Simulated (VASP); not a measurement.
**WSe2: single point with r2SCAN**

WSe2:

```xyz
3
Lattice="1.6511 0.9532 6.5796 -1.6511 0.9532 6.5796 0.0000 -1.9065 6.5796" Properties=species:S:1:pos:R:3 pbc="T T T"
W     0.0000    0.0000   -0.0004
Se    0.0000    0.0000    8.2440
Se    0.0000    0.0000    4.9157
```

```yaml
Program: VASP 6.6.1
Task: single point
Functional: r2SCAN
Potentials_or_basis: VASP PAW PBE potentials, release 64 (W_sv, Se)
Cutoff: 550 eV
k_mesh: 6 × 6 × 6
Occupations: fermi-dirac, width 0.2 eV
Spin: no spin polarisation
Dipole_correction: no
Further_INCAR_settings: ALGO = Normal; EDIFF = 1e-06; NBANDS = 20
```

- Pressure: 1.7 GPa
- Largest force: 0.013 eV/Å
- Band gap on the k mesh: 1.20 eV (least direct gap 1.69 eV)

Forces in eV/Å, atoms in the order of the input:
```
W    0.000  0.000  0.000
Se   0.000  0.000  0.013
Se   0.000  0.000 -0.013
```

Stress tensor (GPa, compression positive):
```
1.70 0.00 0.00
0.00 1.70 0.00
0.00 0.00 1.57
```

Levels at points of the mesh, in eV from the valence-band top:
```
           k point  band 9  band 10  band 11  band 12  band 13  band 14  band 15  band 16  band 17  band 18
(0.00, 0.00, 0.00)   -2.87    -1.72    -1.72    -1.31    -1.06     2.71     2.71     3.01     3.01     4.95
(0.50, 0.00, 0.00)   -4.91    -3.59    -2.36    -1.48    -1.33     2.23     2.48     3.78     4.06     4.57
(0.50, 0.50, 0.00)   -4.59    -3.50    -2.92    -1.53    -1.32     2.19     2.64     3.42     4.53     4.99
(0.50, 0.50, 0.50)   -2.89    -2.89    -1.69    -1.69     0.00     2.81     2.81     2.87     2.87     5.57
```

Run time: 25 min on 1 thread of Intel Xeon 8259CL, with other jobs on the host, peak memory 0.45 GiB.

Caveat: the PAW data sets were made with another functional, which shifts forces and pressure a little; spin-orbit coupling is left out, which moves the levels of the heavy elements. A k mesh can miss the band edges.
